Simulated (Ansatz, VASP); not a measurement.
**CoO: VASP beside Ansatz**

```
CELL_PARAMETERS angstrom
0.00000 2.34364 2.34364
2.34364 0.00000 2.34364
2.34364 2.34364 0.00000
ATOMIC_POSITIONS crystal
Co 0.00000 0.00000 0.00000
O 0.25000 0.25000 0.25000
```

Alike in both runs: task relaxation of cell and atoms; functional PBEsol-based screened hybrid; k mesh 5 × 5 × 5; occupations fermi-dirac, width 0.05 eV; collinear spin.

```csv
,VASP,Ansatz
version,VASP 6.6.1,Ansatz 0.2.0
potentials or method,"VASP PAW PBE potentials, release 64 (Co, O)",Ansatz PAW
plane-wave cutoff (eV),600,420
valence electrons in the cell,15,23
```

VASP gave:

| Quantity | Value |
| --- | --- |
| gap on the k mesh at the Fermi level, each at its own relaxed structure (eV) | 1.71 |
| net moment per atom (μB) | 1.50 |
| size of the moment on the site where the two differ most (μB) | 2.67 |
| relaxed volume (Å³/atom) | 11.65 |
| relaxed cell length with the largest relative difference (Å) | 3.206 |

Task: Estimate Ansatz's values.

Result: gap on the k mesh at the Fermi level, each at its own relaxed structure (eV): 1.65; net moment per atom (μB): 1.50; size of the moment on the site where the two differ most (μB): 2.50; relaxed volume (Å³/atom): 11.66; relaxed cell length with the largest relative difference (Å): 3.207.

VASP's potentials were made for PBE, not for PBEsol-based screened hybrid. Site moments also hang on the region over which each program counts them. VASP's potentials hold 15 valence electrons a cell and Ansatz's 23, so a difference there can come from the potentials and not from the codes.

The k mesh is coarse, so the values compare programs but aren't converged. Noted on Ansatz's run: the magnetic or orbital state may not be the lowest; odd divisions of the mesh miss points on the zone boundary, where band edges often lie, so the gap on the mesh can be too wide; the plane-wave basis is chosen anew once the cell has moved, so the energies of steps on either side of that aren't comparable.
